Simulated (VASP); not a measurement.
# ScW3 (Fm-3m) in VASP: further runs

Runs on ScW3. Level: PBE. Tasks: single point.

All numbers are computed with VASP 6.6.1; they aren't measurements. Logs are shortened: lines on timing, memory, paths and dates and some standing lists are left out, and cuts for length are marked.

### 1 The cell of the first run

The structure is cubic, space group Fm-3m (No. 225). Conventional cell: a = 6.471 Å, b = 6.471 Å, c = 6.471 Å, α = 90.00°, β = 90.00°, γ = 90.00°. Within 3.7 Å of Sc (site symmetry m-3m) lie 14 W at 2.80 to 3.24 Å. Within 3.7 Å of W (site symmetry -43m) lie 4 Sc at 2.80 Å and 10 W at 2.80 to 3.24 Å. Within 3.7 Å of W (site symmetry m-3m) lie 8 W at 2.80 Å and 6 Sc at 3.24 Å.

The cell was built from a structure type or drawn by symmetry, and may not be a known phase.

### 2 Single point, PBE

INCAR reads:

```
SYSTEM = ScW3
  ALGO = Normal
  EDIFF = 1E-6
  ENCUT = 520
  GGA = PE
  ISIF = 2
  ISMEAR = 0
  LASPH = .True.
  LCHARG = .True.
  LELF = .True.
  LREAL = .False.
  LVHAR = .True.
  LWAVE = .False.
  NBANDS = 34
  NELM = 60
  PREC = Accurate
  SIGMA = 0.1
```

KPOINTS reads:

```
k-points
0
Gamma
  4 4 4
  0 0 0
```

POSCAR reads:

```
ScW3
1.0
    0.0000000000      3.2356989220      3.2356989220
    3.2356989220      0.0000000000      3.2356989220
    3.2356989220      3.2356989220      0.0000000000
Sc W
1 3
Direct
    0.0000000000      0.0000000000      0.0000000000
    0.2500000000      0.2500000000      0.2500000000
    0.7500000000      0.7500000000      0.7500000000
    0.5000000000      0.5000000000      0.5000000000
```

Potentials or basis: VASP PAW PBE potentials, release 64 (Sc_sv, W_sv).

Command:

```
> cat potpaw_PBE.64/Sc_sv/POTCAR potpaw_PBE.64/W_sv/POTCAR > POTCAR
> mpirun -np 1 vasp_std > vasp.out
```

OUTCAR:

```text
SYSTEM = ScW3
   EDIFF = 1E-6
   ENCUT = 520
   GGA = PE
   ISIF = 2
   ISMEAR = 0
   LASPH = .True.
   LREAL = .False.
   NELM = 60
   PREC = Accurate

 ion  position               nearest neighbor table
   1  0.000  0.000  0.000-   3 2.80   3 2.80   3 2.80   2 2.80   3 2.80   2 2.80   2 2.80   2 2.80
                             4 3.24   4 3.24   4 3.24   4 3.24   4 3.24   4 3.24
   2  0.250  0.250  0.250-   1 2.80   1 2.80   1 2.80   1 2.80   4 2.80   4 2.80   4 2.80   4 2.80
                             3 3.24   3 3.24   3 3.24   3 3.24   3 3.24   3 3.24
   3  0.750  0.750  0.750-   4 2.80   4 2.80   4 2.80   1 2.80   4 2.80   1 2.80   1 2.80   1 2.80
                             2 3.24   2 3.24   2 3.24   2 3.24   2 3.24   2 3.24
   4  0.500  0.500  0.500-   2 2.80   2 2.80   2 2.80   2 2.80   3 2.80   3 2.80   3 2.80   3 2.80
                             1 3.24   1 3.24   1 3.24   1 3.24   1 3.24   1 3.24

  LATTYP: Found a face centered cubic cell.
 ALAT       =     6.4713978440

  Lattice vectors:

 A1 = (   0.0000000000,   3.2356989220,   3.2356989220)
 A2 = (   3.2356989220,   0.0000000000,   3.2356989220)
 A3 = (   3.2356989220,   3.2356989220,   0.0000000000)

Analysis of symmetry for initial positions (statically):
=====================================================================
 Subroutine PRICEL returns:
 Original cell was already a primitive cell.

 Routine SETGRP: Setting up the symmetry group for a
 face centered cubic supercell.

 Subroutine GETGRP returns: Found 48 space group operations
 (whereof 48 operations were pure point group operations)
 out of a pool of 48 trial point group operations.

The static configuration has the point symmetry O_h .

Analysis of symmetry for dynamics (positions and initial velocities):
=====================================================================
 Subroutine PRICEL returns:
 Original cell was already a primitive cell.

 Routine SETGRP: Setting up the symmetry group for a
 face centered cubic supercell.

 Subroutine GETGRP returns: Found 48 space group operations
 (whereof 48 operations were pure point group operations)
 out of a pool of 48 trial point group operations.

The dynamic configuration has the point symmetry O_h .

 Subroutine INISYM returns: Found 48 space group operations
 (whereof 48 operations are pure point group operations),
 and found     1 'primitive' translations

----------------------------------------------------------------------------------------

                                     Primitive cell

  volume of cell :      67.7539

  direct lattice vectors                    reciprocal lattice vectors
     0.000000000  3.235698922  3.235698922    -0.154526120  0.154526120  0.154526120
     3.235698922  0.000000000  3.235698922     0.154526120 -0.154526120  0.154526120
     3.235698922  3.235698922  0.000000000     0.154526120  0.154526120 -0.154526120

  length of vectors
     4.575969299  4.575969299  4.575969299     0.267647091  0.267647091  0.267647091

  position of ions in fractional coordinates (direct lattice)
     0.000000000  0.000000000  0.000000000
     0.250000000  0.250000000  0.250000000
     0.750000000  0.750000000  0.750000000
     0.500000000  0.500000000  0.500000000

  ion indices of the primitive-cell ions
   primitive index   ion index
                 1           1
                 2           2
                 3           3
                 4           4

----------------------------------------------------------------------------------------

 KPOINTS: k-points

Automatic generation of k-mesh.
 Grid dimensions read from file:
 generate k-points for:    4    4    4

 Generating k-lattice:

  Cartesian coordinates                     Fractional coordinates (reciprocal lattice)
    -0.038631530  0.038631530  0.038631530     0.250000000  0.000000000  0.000000000
     0.038631530 -0.038631530  0.038631530     0.000000000  0.250000000  0.000000000
     0.038631530  0.038631530 -0.038631530     0.000000000  0.000000000  0.250000000

  Length of vectors
     0.066911773  0.066911773  0.066911773

  Shift w.r.t. Gamma in fractional coordinates (k-lattice)
     0.000000000  0.000000000  0.000000000

 Subroutine IBZKPT returns following result:
 ===========================================

 Found      8 irreducible k-points:

 Following reciprocal coordinates:
            Coordinates               Weight
  0.000000  0.000000  0.000000      1.000000
  0.250000  0.000000  0.000000      8.000000
  0.500000  0.000000  0.000000      4.000000
  0.250000  0.250000  0.000000      6.000000
  0.500000  0.250000  0.000000     24.000000
 -0.250000  0.250000  0.000000     12.000000
  0.500000  0.500000  0.000000      3.000000
 -0.250000  0.500000  0.250000      6.000000
   k-points           NKPTS =      8   k-points in BZ     NKDIM =      8   number of bands    NBANDS=     34
   number of dos      NEDOS =    301   number of ions     NIONS =      4
   total plane-waves  NPLWV =  46656
   dimension x,y,z NGX =    36 NGY =   36 NGZ =   36
   dimension x,y,z NGXF=    72 NGYF=   72 NGZF=   72
   ions per type =               1   3
   NGX,Y,Z   is equivalent  to a cutoff of  13.08, 13.08, 13.08 a.u.
   NGXF,Y,Z  is equivalent  to a cutoff of  26.16, 26.16, 26.16 a.u.
 SYSTEM =  ScW3
   PREC   = accura    normal or accurate (medium, high low for compatibility)
   ISTART =      0    job   : 0-new  1-cont  2-samecut
   ICHARG =      2    charge: 1-file 2-atom 10-const
   ISPIN  =      1    spin polarized calculation?
   LNONCOLLINEAR =      F non collinear calculations
   LSORBIT =      F    spin-orbit coupling
   LASPH  =      T    aspherical Exc in radial PAW
   ENCUT  =  520.0 eV  38.22 Ry    6.18 a.u.   8.51  8.51  8.51*2*pi/ulx,y,z
   NELM   =     60;   NELMIN=  2; NELMDL= -5     # of ELM steps
   EDIFF  = 0.1E-05   stopping-criterion for ELM
   LREAL  =      F    real-space projection
   EDIFFG = 0.1E-04   stopping-criterion for IOM
   NSW    =      0    number of steps for IOM
   IBRION =     -1    ionic relax: 0-MD 1-quasi-New 2-CG
   NFREE  =      0    steps in history (QN), initial steepest desc. (CG)
   ISIF   =      2    stress and relaxation
   ISYM   =      2    0-nonsym 1-usesym 2-fastsym
   POTIM  = 0.5000    time-step for ionic-motion
   TEBEG  =    0.0;   TEEND  =   0.0 temperature during run
   PSTRESS=    0.0 pullay stress
   NELECT =      53.0000    total number of electrons
   NUPDOWN=      -1.0000    fix difference up-down
   EMIN   =  10.00;   EMAX   =-10.00  energy-range for DOS
   EFERMI =   0.00;   METHOD = LEGACY
   ISMEAR =     0;   SIGMA  =   0.10  broadening in eV -4-tet -1-fermi 0-gaus
   EFERMI_NEDOS =   21; number of points for ismear=-14 and -15
   IALGO  =     38    algorithm
   IMIX   =      4    mixing-type and parameters
     AMIX     =   0.40;   BMIX     =  1.00
     AMIX_MAG =   1.60;   BMIX_MAG =  1.00
  volume/ion in A,a.u.               =      16.94       114.31
  Fermi-wavevector in a.u.,A,eV,Ry     =   1.508419  2.850499 30.957719  2.275328
  Thomas-Fermi vector in A             =   2.618876
   LORBIT       =      0    0 simple, 1 ext, 2 COOP (PROOUT), +10 PAW based schemes
   GGA     = PE    functional components
   LHFCALC =     F    Hartree Fock is set to
   AEXX    =    0.0000 exact exchange contribution
   IVDW    =     0    specifies the selected vdW correction
   LEPSILON=     F    determine dielectric tensor
   LRPA    =     F    only Hartree local field effects (RPA)
 non-spin polarized calculation
 Gauss-broadening in eV      SIGMA  =   0.10
  energy-cutoff  :      520.00
  volume of cell :       67.75
 maximum number of plane-waves:      1850
 NGX is ok and might be reduce to    36
   NGX = 17   NGY = 17   NGZ = 17

 number of electron      52.9999996 magnetization

 Free energy of the ion-electron system (eV)
  ---------------------------------------------------
  ext. energy  EPLUGINS =         0.00000000
  ---------------------------------------------------
  free energy    TOTEN  =       -44.21182559 eV

  energy without entropy =      -44.18828346  energy(sigma->0) =      -44.20005452

 E-fermi :   8.7914     XC(G=0): -12.8342

 val. band max:        8.6924958609   @ k =   0.5000   0.2500   0.0000
 cond. band min:       8.8440076229   @ k =   0.2500   0.0000   0.0000
 fundamental gap:      0.1515117620
 Fermi energy:         8.7913653873

 k-point     1 :       0.0000    0.0000    0.0000
  band No.  band energies     occupation
      1     -64.7218      2.00000
      2     -64.6593      2.00000
      3     -64.5901      2.00000
      4     -39.2190      2.00000
      5     -29.0735      2.00000
      6     -29.0735      2.00000
[... 26 lines left out ...]
     33      13.7171      0.00000
     34      13.7175      0.00000

 k-point     2 :       0.2500    0.0000    0.0000
  band No.  band energies     occupation
      1     -64.7078      2.00000
      2     -64.6621      2.00000
      3     -64.6013      2.00000
      4     -39.2204      2.00000
      5     -29.1268      2.00000
      6     -29.1268      2.00000
[... 26 lines left out ...]
     33      12.3327      0.00000
     34      13.3613      0.00000

 k-point     3 :       0.5000    0.0000    0.0000
  band No.  band energies     occupation
      1     -64.6868      2.00000
      2     -64.6689      2.00000
      3     -64.6157      2.00000
      4     -39.2219      2.00000
      5     -29.1631      2.00000
      6     -29.1631      2.00000
[... 26 lines left out ...]
     33      12.7182      0.00000
     34      12.7200      0.00000

 k-point     4 :       0.2500    0.2500    0.0000
  band No.  band energies     occupation
      1     -64.7029      2.00000
      2     -64.6625      2.00000
      3     -64.6059      2.00000
      4     -39.2208      2.00000
      5     -29.1929      2.00000
      6     -29.1929      2.00000
[... 26 lines left out ...]
     33      12.1471      0.00000
     34      12.3876      0.00000

 k-point     5 :       0.5000    0.2500    0.0000
  band No.  band energies     occupation
      1     -64.6808      2.00000
      2     -64.6671      2.00000
      3     -64.6235      2.00000
      4     -39.2222      2.00000
      5     -29.2232      2.00000
      6     -29.2017      2.00000
[... 26 lines left out ...]
     33      12.0485      0.00000
     34      12.7374      0.00000

 k-point     6 :      -0.2500    0.2500    0.0000
  band No.  band energies     occupation
      1     -64.6893      2.00000
      2     -64.6656      2.00000
      3     -64.6164      2.00000
      4     -39.2218      2.00000
      5     -29.1700      2.00000
      6     -29.1665      2.00000
[... 26 lines left out ...]
     33      11.6905      0.00000
     34      12.4445      0.00000

 k-point     7 :       0.5000    0.5000    0.0000
  band No.  band energies     occupation
      1     -64.6719      2.00000
      2     -64.6656      2.00000
      3     -64.6337      2.00000
      4     -39.2226      2.00000
      5     -29.2697      2.00000
      6     -29.2697      2.00000
[... 26 lines left out ...]
     33      12.2133      0.00000
     34      12.3582      0.00000

 k-point     8 :      -0.2500    0.5000    0.2500
  band No.  band energies     occupation
      1     -64.6687      2.00000
      2     -64.6687      2.00000
      3     -64.6337      2.00000
      4     -39.2227      2.00000
      5     -29.2633      2.00000
      6     -29.1169      2.00000
[... 26 lines left out ...]
     33      12.9657      0.00000
     34      12.9776      0.00000

------------------------ aborting loop because EDIFF is reached ----------------------------------------

  FORCE on cell =-STRESS in cart. coord.  units (eV):
  Direction    XX          YY          ZZ          XY          YZ          ZX
  --------------------------------------------------------------------------------------
  -------------------------------------------------------------------------------------
  Total        0.1807395      0.1807395      0.1807395      0.0000000      0.0000000      0.0000000
  in kB        4.2739502      4.2739502      4.2739502      0.0000000      0.0000000      0.0000000
  external PRESSURE =       4.2739502 kB  Pullay stress =       0.0000000 kB

 VOLUME and BASIS-vectors are now :
 -----------------------------------------------------------------------------
  energy-cutoff  :      520.00
  volume of cell :       67.75
      direct lattice vectors                 reciprocal lattice vectors
     0.000000000  3.235698922  3.235698922    -0.154526120  0.154526120  0.154526120
     3.235698922  0.000000000  3.235698922     0.154526120 -0.154526120  0.154526120
     3.235698922  3.235698922  0.000000000     0.154526120  0.154526120 -0.154526120

 POSITION                                       TOTAL-FORCE (eV/Angst)
 -----------------------------------------------------------------------------------
      0.00000      0.00000      0.00000        -0.000000      0.000000     -0.000000
      1.61785      1.61785      1.61785        -0.000000      0.000000      0.000000
      4.85355      4.85355      4.85355         0.000000     -0.000000     -0.000000
      3.23570      3.23570      3.23570        -0.000000      0.000000     -0.000000
 -----------------------------------------------------------------------------------
    total drift:                                0.000000      0.000000      0.000000

  FREE ENERGIE OF THE ION-ELECTRON SYSTEM (eV)
  ---------------------------------------------------
  free  energy   TOTEN  =       -44.2118255871 eV

  energy  without entropy=      -44.1882834624  energy(sigma->0) =      -44.20005452
```

Run time: 17 s. Hardware: 1 thread of Intel Xeon 6975P-C (Granite Rapids), shared host; peak memory 0.2 GiB.

What came out:

```yaml
Free_energy: -44.2118 eV
Pressure: 0.4 GPa
Band_gap_on_the_k_mesh: zero (an odd number of electrons rules out a gap without spin polarisation)
```

Levels at points of the mesh, in eV from the Fermi level:
```tsv
k point	band 23	band 24	band 25	band 26	band 27	band 28	band 29	band 30
(0.00, 0.00, 0.00)	-1.50	-1.50	-1.50	0.60	0.60	0.60	3.02	3.02
(0.50, 0.00, 0.00)	-1.94	-1.69	-1.69	-1.10	-0.86	-0.86	2.85	2.85
(0.50, 0.50, 0.00)	-1.79	-0.77	0.28	0.28	1.48	1.48	1.54	1.54
```

Caveat: the k points lie up to 0.42 Å⁻¹ apart, too coarse for converged energies and pressures of a metal; spin-orbit coupling is left out, which moves the levels of the heavy elements.

### 3 Single point, PBE

This run uses another cell than the first one, of 17.61 Å³/atom.

INCAR reads:

```
ALGO = Normal
EDIFF = 1E-6
ENCUT = 520
GGA = PE
ISIF = 2
ISMEAR = 0
LASPH = True
LCHARG = False
LREAL = False
LWAVE = False
NBANDS = 34
NELM = 60
PREC = Accurate
SIGMA = 0.1
```

KPOINTS reads:

```
k-points
0
Gamma
  4 4 4
```

POSCAR reads:

```
ScW3
1.0
    0.0000000000      3.2776634200      3.2776634200
    3.2776634200      0.0000000000      3.2776634200
    3.2776634200      3.2776634200      0.0000000000
Sc W
1 3
Direct
    0.0000000000      0.0000000000      0.0000000000
    0.2500000000      0.2500000000      0.2500000000
    0.7500000000      0.7500000000      0.7500000000
    0.5000000000      0.5000000000      0.5000000000
```

Potentials or basis: VASP PAW PBE potentials, release 64 (Sc_sv, W_sv).

Command:

```
> cat potpaw_PBE.64/Sc_sv/POTCAR potpaw_PBE.64/W_sv/POTCAR > POTCAR
> mpirun -np 1 vasp_std > vasp.out
```

OUTCAR:

```text
EDIFF = 1E-6
   ENCUT = 520
   GGA = PE
   ISIF = 2
   ISMEAR = 0
   LASPH = True
   LREAL = False
   NELM = 60
   PREC = Accurate

 ion  position               nearest neighbor table
   1  0.000  0.000  0.000-   2 2.84   3 2.84   3 2.84   3 2.84   3 2.84   2 2.84   2 2.84   2 2.84
                             4 3.28   4 3.28   4 3.28   4 3.28   4 3.28   4 3.28
   2  0.250  0.250  0.250-   1 2.84   4 2.84   1 2.84   1 2.84   1 2.84   4 2.84   4 2.84   4 2.84
[... 483 lines left out ...]
  Direction    XX          YY          ZZ          XY          YZ          ZX
  --------------------------------------------------------------------------------------
  -------------------------------------------------------------------------------------
  Total       -3.2372094     -3.2372094     -3.2372094     -0.0000000     -0.0000000      0.0000000
  in kB      -73.6475533    -73.6475533    -73.6475533     -0.0000000     -0.0000000      0.0000000
  external PRESSURE =     -73.6475533 kB  Pullay stress =       0.0000000 kB

 VOLUME and BASIS-vectors are now :
 -----------------------------------------------------------------------------
  energy-cutoff  :      520.00
  volume of cell :       70.42
      direct lattice vectors                 reciprocal lattice vectors
     0.000000000  3.277663420  3.277663420    -0.152547695  0.152547695  0.152547695
     3.277663420  0.000000000  3.277663420     0.152547695 -0.152547695  0.152547695
     3.277663420  3.277663420  0.000000000     0.152547695  0.152547695 -0.152547695

 POSITION                                       TOTAL-FORCE (eV/Angst)
 -----------------------------------------------------------------------------------
      0.00000      0.00000      0.00000         0.000000      0.000000      0.000000
      1.63883      1.63883      1.63883        -0.000000     -0.000000      0.000000
      4.91650      4.91650      4.91650         0.000000      0.000000     -0.000000
      3.27766      3.27766      3.27766         0.000000      0.000000      0.000000
 -----------------------------------------------------------------------------------
    total drift:                                0.000000      0.000000      0.000000

  FREE ENERGIE OF THE ION-ELECTRON SYSTEM (eV)
  ---------------------------------------------------
  free  energy   TOTEN  =       -44.1538394949 eV

  energy  without entropy=      -44.1331445257  energy(sigma->0) =      -44.14349201
```

It took 15 s on 1 thread of Intel Xeon 6975P-C (Granite Rapids), shared host; peak memory 0.2 GiB.

Results:

```yaml
Free_energy: -44.1538 eV
Pressure: -7.4 GPa
Band_gap_on_the_k_mesh: zero (an odd number of electrons rules out a gap without spin polarisation)
```

Levels at points of the mesh, in eV from the Fermi level:
```
           k point  band 22  band 23  band 24  band 25  band 26  band 27  band 28  band 29  band 30  band 31
(0.00, 0.00, 0.00)    -1.88    -1.45    -1.45    -1.45     0.59     0.59     0.59     2.89     2.89     3.48
(0.50, 0.00, 0.00)    -1.83    -1.83    -1.61    -1.61    -1.04    -0.79    -0.79     2.72     2.72     3.23
(0.50, 0.50, 0.00)    -1.96    -1.66    -0.67     0.26     0.26     1.34     1.34     1.50     1.50     1.91
```

Caveat: the k points lie up to 0.42 Å⁻¹ apart, too coarse for converged energies and pressures of a metal; spin-orbit coupling is left out, which moves the levels of the heavy elements.
